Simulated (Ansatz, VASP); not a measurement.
# Two plane-wave programs on LiMgBN2

```xyz
5
Lattice="-1.9334 1.9334 4.9547 1.9334 -1.9334 4.9547 1.9334 1.9334 -4.9547" Properties=species:S:1:pos:R:3 pbc="T T T"
Li    1.9334    0.0000    2.4773
Mg    0.0000    1.9334    2.4773
B     0.0000    0.0000    4.9547
N     0.0000    0.0000    6.4583
N     0.0000    0.0000    3.4511
```

Alike in both runs: task single point; functional PBEsol; k mesh 8 × 8 × 8; occupations gaussian, width 0.05 eV; no spin polarisation.

|  | VASP | Ansatz |
| --- | --- | --- |
| version | VASP 6.6.1 | Ansatz 0.2.0 |
| potentials or method | VASP PAW PBE potentials, release 64 (Li_sv, Mg, B, N), cutoff 750 eV | scalar-relativistic, plane waves, PAW |
| valence electrons in the cell | 18 | 26 |

VASP gave:

| Item | Value |
| --- | --- |
| gap on the k mesh at the Fermi level (eV) | 2.14 |
| least direct gap on the mesh (eV) | 3.18 |
| pressure (GPa) | -17.3 |
| traceless stress, the component that is largest in VASP (GPa) | -24.58 |
| rms of the force components (eV/Å) | 1.635 |

Q: Estimate Ansatz's values.

A: gap on the k mesh at the Fermi level (eV): 2.14; least direct gap on the mesh (eV): 3.18; pressure (GPa): -17.2; traceless stress, the component that is largest in VASP (GPa): -24.74; rms of the force components (eV/Å): 1.646.

VASP's potentials were made for PBE, not for PBEsol. Atom by atom the forces differ by 0.011 eV/Å (rms over components). The functional is the same, so the differences come from potentials, cutoffs and numerics. VASP's potentials hold 18 valence electrons a cell and Ansatz's 26, so a difference there can come from the potentials and not from the codes.
